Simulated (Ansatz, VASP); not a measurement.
Two plane-wave programs on AlIn2As2P

```
Al In P As
1.0
     4.51916    0.00000    0.00000
     0.00000    4.51916    0.00000
     0.00000    0.00000    5.80116
Al In P As
1 2 1 2
Direct
  0.00000 0.00000 0.50000
  0.50000 0.50000 0.27880
  0.50000 0.50000 0.72120
  0.00000 0.00000 0.00000
  0.00000 0.50000 0.00000
  0.50000 0.00000 0.00000
```

Change from the starting cell: species swapped into the PrSi2Mo2C type (P4/mmm, No. 123).

Alike in both runs: task relaxation of cell and atoms; functional PBE; k mesh 4 × 4 × 4; occupations gaussian, width 0.1 eV; no spin polarisation.

|  | VASP | Ansatz |
| --- | --- | --- |
| version | VASP 6.6.1 | Ansatz 0.2.0 |
| potentials or method | VASP PAW PBE potentials, release 64 (Al, In_d, P, As), cutoff 600 eV | scalar-relativistic, plane waves, PAW |
| valence electrons in the cell | 44 | 64 |

Ansatz gave:

| Quantity | Value |
| --- | --- |
| gap on the k mesh at the Fermi level, each at its own relaxed structure (eV) | none |
| relaxed volume (Å³/atom) | 24.43 |
| relaxed cell length with the largest relative difference (Å) | 5.545 |

Task: Which values does VASP return?

Result: gap on the k mesh at the Fermi level, each at its own relaxed structure (eV): none; relaxed volume (Å³/atom): 24.46; relaxed cell length with the largest relative difference (Å): 5.537.

A gap of «none» marks a metal or a gap that the smearing closes. VASP's potentials hold 44 valence electrons a cell and Ansatz's 64, so a difference there can come from the potentials and not from the codes.

Noted on VASP's run: the volume moved by over 15 % at a fixed basis, so the end points are rough.
